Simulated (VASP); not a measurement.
## Mo: single point with r2SCAN

Mo:

```
CELL_PARAMETERS angstrom
2.65345 0.00000 0.00000
-1.32672 2.29795 0.00000
0.00000 0.00000 2.59351
ATOMIC_POSITIONS crystal
Mo 0.00000 0.00000 0.50000
```

This cell differs from its parent crystal: strain -0.030 along x and y, +0.015 along z.

```
Program             : VASP 6.6.1
Task                : single point
Functional          : r2SCAN
Potentials or basis : VASP PAW PBE potentials, release 64 (Mo_sv)
Cutoff              : 520 eV
k mesh              : 18 × 18 × 18
Occupations         : gaussian, width 0.15 eV
Spin                : no spin polarisation
```

```yaml
Pressure: 14.0 GPa
Band_gap_on_the_k_mesh: zero (band 7 reaches 13.35 eV, above the bottom of band 8 at 11.31 eV)
```

Stress tensor (GPa, compression positive):
```
22.49  0.00  0.00
 0.00 22.49  0.00
 0.00  0.00 -3.12
```

Levels at points of the mesh, in eV from the Fermi level:
| k point | band 4 | band 5 | band 6 | band 7 | band 8 | band 9 | band 10 | band 11 |
| --- | --- | --- | --- | --- | --- | --- | --- | --- |
| (0.00, 0.00, 0.00) | -35.43 | -7.47 | -5.06 | -1.13 | -1.13 | 4.38 | 4.38 | 13.73 |
| (0.50, 0.00, 0.00) | -35.45 | -5.74 | -3.36 | 0.40 | 1.20 | 3.54 | 5.09 | 11.58 |
| (0.00, 0.00, 0.50) | -35.29 | -4.51 | -0.60 | -0.41 | -0.41 | 1.39 | 1.39 | 9.93 |
| (0.50, 0.00, 0.50) | -35.71 | -6.00 | -4.34 | -0.11 | 5.37 | 6.07 | 6.48 | 7.95 |

It took 110 s on 1 thread of Intel(R) Xeon(R) 6975P-C (Granite Rapids) (shared host), peak memory 0.18 GiB.

Caveat: the cell differs from its parent crystal (strain -0.030 along x and y, +0.015 along z); the PAW data sets were made with another functional, which shifts forces and pressure a little.
